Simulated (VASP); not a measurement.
# Hf3Cu (Pm-3m) in VASP: relaxation of cell and atoms with PBE

Aim: the relaxation of cell and atoms of Hf3Cu with PBE.

All numbers are computed with VASP 6.6.1; they aren't measurements. Logs are shortened: lines on timing, memory, paths and dates and some standing lists are left out, and cuts for length are marked.

### Step 1. The cell of the first run

The structure is cubic, space group Pm-3m (No. 221). Conventional cell: a = 4.292 Å, b = 4.292 Å, c = 4.292 Å, α = 90.00°, β = 90.00°, γ = 90.00°. Hf (site symmetry 4/mmm) has 8 Hf at 3.03 Å and 4 Cu at 3.03 Å within 4.0 Å. Cu (site symmetry m-3m) has 12 Hf at 3.03 Å within 4.0 Å.

### Step 2. Relaxation of cell and atoms, PBE

Contents of INCAR:

```
ALGO = Fast
EDIFF = 1E-7
EDIFFG = -0.01
ENCUT = 600
GGA = PE
IBRION = 2
ISIF = 3
ISMEAR = 0
LASPH = True
LCHARG = False
LREAL = False
LWAVE = False
NELM = 80
NSW = 100
PREC = Accurate
SIGMA = 0.1
```

Contents of KPOINTS:

```
k-points
0
Gamma
  12 12 12
```

Contents of POSCAR:

```
Hf3Cu
1.0
    4.2917181060      0.0000000000      0.0000000000
    0.0000000000      4.2917181060      0.0000000000
    0.0000000000      0.0000000000      4.2917181060
Hf Cu
3 1
Direct
    0.0000000000      0.5000000000      0.5000000000
    0.5000000000      0.0000000000      0.5000000000
    0.5000000000      0.5000000000      0.0000000000
    0.0000000000      0.0000000000      0.0000000000
```

Potentials or basis: VASP PAW PBE potentials, release 64 (Hf_pv, Cu).

Started as:

```
cat potpaw_PBE.64/Hf_pv/POTCAR potpaw_PBE.64/Cu/POTCAR > POTCAR
mpirun -np 1 vasp_std > vasp.out
```

OUTCAR:

```text
EDIFF = 1E-7
   EDIFFG = -0.01
   ENCUT = 600
   GGA = PE
   IBRION = 2
   ISIF = 3
   ISMEAR = 0
   LASPH = True
   LREAL = False
   NELM = 80
   NSW = 100
   PREC = Accurate

 ion  position               nearest neighbor table
   1  0.000  0.500  0.500-   2 3.03   3 3.03   4 3.03   3 3.03   4 3.03   2 3.03   4 3.03   4 3.03
                             2 3.03   3 3.03   3 3.03   2 3.03
   2  0.500  0.000  0.500-   1 3.03   3 3.03   4 3.03   3 3.03   4 3.03   1 3.03   3 3.03   3 3.03
                             1 3.03   4 3.03   4 3.03   1 3.03
   3  0.500  0.500  0.000-   1 3.03   2 3.03   4 3.03   1 3.03   2 3.03   2 3.03   4 3.03   2 3.03
                             1 3.03   4 3.03   1 3.03   4 3.03
   4  0.000  0.000  0.000-   1 3.03   2 3.03   3 3.03   1 3.03   2 3.03   1 3.03   3 3.03   1 3.03
                             2 3.03   3 3.03   2 3.03   3 3.03

  LATTYP: Found a simple cubic cell.
 ALAT       =     4.2917181060

  Lattice vectors:

 A1 = (   4.2917181060,   0.0000000000,   0.0000000000)
 A2 = (   0.0000000000,   4.2917181060,   0.0000000000)
 A3 = (   0.0000000000,   0.0000000000,   4.2917181060)

Analysis of symmetry for initial positions (statically):
=====================================================================
 Subroutine PRICEL returns:
 Original cell was already a primitive cell.

 Routine SETGRP: Setting up the symmetry group for a
 simple cubic supercell.

 Subroutine GETGRP returns: Found 48 space group operations
 (whereof 48 operations were pure point group operations)
 out of a pool of 48 trial point group operations.

The static configuration has the point symmetry O_h .

Analysis of symmetry for dynamics (positions and initial velocities):
=====================================================================
 Subroutine PRICEL returns:
 Original cell was already a primitive cell.

 Routine SETGRP: Setting up the symmetry group for a
 simple cubic supercell.

 Subroutine GETGRP returns: Found 48 space group operations
 (whereof 48 operations were pure point group operations)
 out of a pool of 48 trial point group operations.

The dynamic configuration has the point symmetry O_h .

 Subroutine INISYM returns: Found 48 space group operations
 (whereof 48 operations are pure point group operations),
 and found     1 'primitive' translations

----------------------------------------------------------------------------------------

                                     Primitive cell

  volume of cell :      79.0485

  direct lattice vectors                    reciprocal lattice vectors
     4.291718106  0.000000000  0.000000000     0.233006916  0.000000000  0.000000000
     0.000000000  4.291718106  0.000000000     0.000000000  0.233006916  0.000000000
     0.000000000  0.000000000  4.291718106     0.000000000  0.000000000  0.233006916

  length of vectors
     4.291718106  4.291718106  4.291718106     0.233006916  0.233006916  0.233006916

  position of ions in fractional coordinates (direct lattice)
     0.000000000  0.500000000  0.500000000
     0.500000000  0.000000000  0.500000000
     0.500000000  0.500000000  0.000000000
     0.000000000  0.000000000  0.000000000

  ion indices of the primitive-cell ions
   primitive index   ion index
                 1           1
                 2           2
                 3           3
                 4           4

----------------------------------------------------------------------------------------

 KPOINTS: k-points

Automatic generation of k-mesh.
 Grid dimensions read from file:
 generate k-points for:   12   12   12

 Generating k-lattice:

  Cartesian coordinates                     Fractional coordinates (reciprocal lattice)
     0.019417243  0.000000000  0.000000000     0.083333333  0.000000000  0.000000000
     0.000000000  0.019417243  0.000000000     0.000000000  0.083333333  0.000000000
     0.000000000  0.000000000  0.019417243     0.000000000  0.000000000  0.083333333

  Length of vectors
     0.019417243  0.019417243  0.019417243

  Shift w.r.t. Gamma in fractional coordinates (k-lattice)
     0.000000000  0.000000000  0.000000000

 Subroutine IBZKPT returns following result:
 ===========================================

 Found     84 irreducible k-points:

 Following reciprocal coordinates:
            Coordinates               Weight
  0.000000  0.000000  0.000000      1.000000
  0.083333  0.000000  0.000000      6.000000
  0.166667  0.000000  0.000000      6.000000
  0.250000  0.000000  0.000000      6.000000
  0.333333  0.000000  0.000000      6.000000
  0.416667  0.000000  0.000000      6.000000
[... 16 lines left out ...]
  0.333333  0.333333  0.000000     12.000000
  0.416667  0.333333  0.000000     24.000000
 [... further k-points ...]
   k-points           NKPTS =     84   k-points in BZ     NKDIM =     84   number of bands    NBANDS=     24
   number of dos      NEDOS =    301   number of ions     NIONS =      4
   total plane-waves  NPLWV =  46656
   dimension x,y,z NGX =    36 NGY =   36 NGZ =   36
   dimension x,y,z NGXF=    72 NGYF=   72 NGZF=   72
   ions per type =               3   1
   NGX,Y,Z   is equivalent  to a cutoff of  13.95, 13.95, 13.95 a.u.
   NGXF,Y,Z  is equivalent  to a cutoff of  27.89, 27.89, 27.89 a.u.
 SYSTEM =  unknown system
   PREC   = accura    normal or accurate (medium, high low for compatibility)
   ISTART =      0    job   : 0-new  1-cont  2-samecut
   ICHARG =      2    charge: 1-file 2-atom 10-const
   ISPIN  =      1    spin polarized calculation?
   LNONCOLLINEAR =      F non collinear calculations
   LSORBIT =      F    spin-orbit coupling
   LASPH  =      T    aspherical Exc in radial PAW
   ENCUT  =  600.0 eV  44.10 Ry    6.64 a.u.   8.57  8.57  8.57*2*pi/ulx,y,z
   NELM   =     80;   NELMIN=  2; NELMDL= -5     # of ELM steps
   EDIFF  = 0.1E-06   stopping-criterion for ELM
   LREAL  =      F    real-space projection
   EDIFFG = -.1E-01   stopping-criterion for IOM
   NSW    =    100    number of steps for IOM
   IBRION =      2    ionic relax: 0-MD 1-quasi-New 2-CG
   NFREE  =      1    steps in history (QN), initial steepest desc. (CG)
   ISIF   =      3    stress and relaxation
   ISYM   =      2    0-nonsym 1-usesym 2-fastsym
   POTIM  = 0.5000    time-step for ionic-motion
   TEBEG  =    0.0;   TEEND  =   0.0 temperature during run
   PSTRESS=    0.0 pullay stress
   NELECT =      41.0000    total number of electrons
   NUPDOWN=      -1.0000    fix difference up-down
   EMIN   =  10.00;   EMAX   =-10.00  energy-range for DOS
   EFERMI =   0.00;   METHOD = LEGACY
   ISMEAR =     0;   SIGMA  =   0.10  broadening in eV -4-tet -1-fermi 0-gaus
   EFERMI_NEDOS =   21; number of points for ismear=-14 and -15
   IALGO  =     68    algorithm
   IMIX   =      4    mixing-type and parameters
     AMIX     =   0.40;   BMIX     =  1.00
     AMIX_MAG =   1.60;   BMIX_MAG =  1.00
  volume/ion in A,a.u.               =      19.76       133.36
  Fermi-wavevector in a.u.,A,eV,Ry     =   1.315341  2.485634 23.539728  1.730121
  Thomas-Fermi vector in A             =   2.445530
   LORBIT       =      0    0 simple, 1 ext, 2 COOP (PROOUT), +10 PAW based schemes
   GGA     = PE    functional components
   LHFCALC =     F    Hartree Fock is set to
   AEXX    =    0.0000 exact exchange contribution
   IVDW    =     0    specifies the selected vdW correction
   LEPSILON=     F    determine dielectric tensor
   LRPA    =     F    only Hartree local field effects (RPA)
 conjugate gradient relaxation of ions
 non-spin polarized calculation
 RMM-DIIS sequential band-by-band and
 Gauss-broadening in eV      SIGMA  =   0.10
  energy-cutoff  :      600.00
  volume of cell :       79.05
 maximum number of plane-waves:      2666
 NGX is ok and might be reduce to    36
   NGX = 17   NGY = 17   NGZ = 17

--------------------------------------- Ionic step        1  -------------------------------------------

 number of electron      40.9999983 magnetization

 Free energy of the ion-electron system (eV)
  ---------------------------------------------------
  ext. energy  EPLUGINS =         0.00000000
  ---------------------------------------------------
  free energy    TOTEN  =       -33.17327211 eV

  energy without entropy =      -33.14051228  energy(sigma->0) =      -33.15689220

------------------------ aborting loop because EDIFF is reached ----------------------------------------

  FORCE on cell =-STRESS in cart. coord.  units (eV):
  Direction    XX          YY          ZZ          XY          YZ          ZX
  --------------------------------------------------------------------------------------
  -------------------------------------------------------------------------------------
  Total       -0.5748573     -0.5748573     -0.5748573      0.0000000     -0.0000000      0.0000000
  in kB      -11.6513715    -11.6513715    -11.6513715      0.0000000     -0.0000000      0.0000000
  external PRESSURE =     -11.6513715 kB  Pullay stress =       0.0000000 kB
[... 61 lines left out ...]
  energy  without entropy=      -33.1418126326  energy(sigma->0) =      -33.15796570

--------------------------------------- Ionic step        3  -------------------------------------------

 number of electron      40.9999983 magnetization

 Free energy of the ion-electron system (eV)
  ---------------------------------------------------
  ext. energy  EPLUGINS =         0.00000000
  ---------------------------------------------------
  free energy    TOTEN  =       -33.17654536 eV

  energy without entropy =      -33.14401667  energy(sigma->0) =      -33.16028101

 E-fermi :   5.0407     XC(G=0): -11.5351

 val. band max:        5.0381773135   @ k =   0.3333   0.2500   0.0833
 cond. band min:       5.0412442547   @ k =   0.4167   0.4167   0.1667
 fundamental gap:      0.0030669412
 Fermi energy:         5.0407316457

 k-point     1 :       0.0000    0.0000    0.0000
  band No.  band energies     occupation
      1     -25.5764      2.00000
      2     -25.5764      2.00000
      3     -25.5764      2.00000
      4     -25.0799      2.00000
      5     -25.0799      2.00000
      6     -25.0799      2.00000
[... 637 lines left out ...]
     23       6.0858      0.00000
     24       7.1440      0.00000

 [... further k-points ...]

------------------------ aborting loop because EDIFF is reached ----------------------------------------

  FORCE on cell =-STRESS in cart. coord.  units (eV):
  Direction    XX          YY          ZZ          XY          YZ          ZX
  --------------------------------------------------------------------------------------
  -------------------------------------------------------------------------------------
  Total        0.0099403      0.0099403      0.0099403      0.0000000      0.0000000     -0.0000000
  in kB        0.2037368      0.2037368      0.2037368      0.0000000      0.0000000     -0.0000000
  external PRESSURE =       0.2037368 kB  Pullay stress =       0.0000000 kB
[... 19 lines left out ...]
  FREE ENERGIE OF THE ION-ELECTRON SYSTEM (eV)
  ---------------------------------------------------
  free  energy   TOTEN  =       -33.1765453610 eV

  energy  without entropy=      -33.1440166654  energy(sigma->0) =      -33.16028101

 reached required accuracy - stopping structural energy minimisation
```

Wall time 12 min (1 thread of Intel Xeon Platinum 8259CL at 2.50GHz (Skylake/Cascade Lake), shared host); peak memory 0.35 GiB.

Results:

```yaml
Free_energy: -33.1765 eV
Relaxed_volume: 19.54 Å³/atom
Relaxed_cell: a = 4.276 Å, b = 4.276 Å, c = 4.276 Å, α = 90.00°, β = 90.00°, γ = 90.00°
Space_group_after_relaxing_to_0.1_Å: Pm-3m (No. 221)
Energy_gained_by_relaxing: 0.8 meV/atom
Ionic_steps: 3
Pressure_after_relaxing: 0.0 GPa
Band_gap_on_the_k_mesh: zero (an odd number of electrons rules out a gap without spin polarisation)
```

The path:
```csv
step,energy change (eV),largest force (eV/Å),pressure (GPa),volume (Å³)
1,0.0000,0.0000,-1.17,79.05
2,-0.0008,0.0000,1.00,77.42
3,-0.0033,0.0000,0.02,78.17
```

Final structure:
```cif
data_structure
_symmetry_space_group_name_H-M 'P 1'
_symmetry_Int_Tables_number 1
_cell_length_a 4.2758
_cell_length_b 4.2758
_cell_length_c 4.2758
_cell_angle_alpha 90.000
_cell_angle_beta 90.000
_cell_angle_gamma 90.000
_cell_volume 78.17
loop_
_atom_site_label
_atom_site_type_symbol
_atom_site_fract_x
_atom_site_fract_y
_atom_site_fract_z
_atom_site_occupancy
Hf1 Hf 0.00000 0.50000 0.50000 1
Hf2 Hf 0.50000 0.00000 0.50000 1
Hf3 Hf 0.50000 0.50000 0.00000 1
Cu1 Cu 0.00000 0.00000 0.00000 1
```

Caveat: spin-orbit coupling is left out, which moves the levels of the heavy elements.
